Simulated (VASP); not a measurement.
The system is Au.

```
Au
1.0
     2.91894    0.00000    0.00000
    -1.45947    2.52788    0.00000
     0.00000    0.00000    9.27837
Au
4
Direct
  0.00000 0.00000 0.00000
  0.00000 0.00000 0.50000
  0.33333 0.66667 0.75000
  0.66667 0.33333 0.25000
```

* Program: VASP 6.6.1
* Task: relaxation of cell and atoms
* Functional: PBEsol
* Potentials or basis: VASP PAW PBE potentials, release 64 (Au)
* Cutoff: 600 eV
* k mesh: 18 × 18 × 6
* Occupations: gaussian, width 0.1 eV
* Spin: no spin polarisation

At the start: pressure -0.9 GPa; volume 17.12 Å³/atom.

Problem. How do energy, volume and symmetry change on relaxing?

Solution. Over 8 steps the energy falls by 4.4 meV/atom and the volume is 17.01 Å³/atom (-0.6 %); space group P6_3/mmc (No. 194, to 0.05 Å).

Step by step:
| step | energy change (eV) | largest force (eV/Å) | pressure (GPa) | volume (Å³) |
| --- | --- | --- | --- | --- |
| 1 | 0.0000 | 0.0000 | -0.91 | 68.46 |
| 2 | -0.0092 | 0.0000 | 1.41 | 67.50 |
| 3 | -0.0092 | 0.0000 | 1.44 | 67.50 |
| 4 | -0.0156 | 0.0000 | 0.77 | 67.73 |
| 5 | -0.0172 | 0.0000 | 0.07 | 68.00 |
| 6 | -0.0174 | 0.0000 | 0.21 | 67.94 |
| 7 | -0.0174 | 0.0000 | 0.22 | 67.93 |
| 8 | -0.0175 | 0.0000 | -0.07 | 68.03 |

Final structure:
```xyz
4
Lattice="2.8775 0.0000 0.0000 -1.4388 2.4920 0.0000 0.0000 0.0000 9.4877" Properties=species:S:1:pos:R:3 pbc="T T T"
Au    1.4388    2.4920    0.0000
Au    1.4388    2.4920    4.7438
Au    0.0000    1.6613    7.1158
Au    1.4388    0.8307    2.3719
```

Caveat: the PAW data sets were made with another functional, which shifts forces and pressure a little.
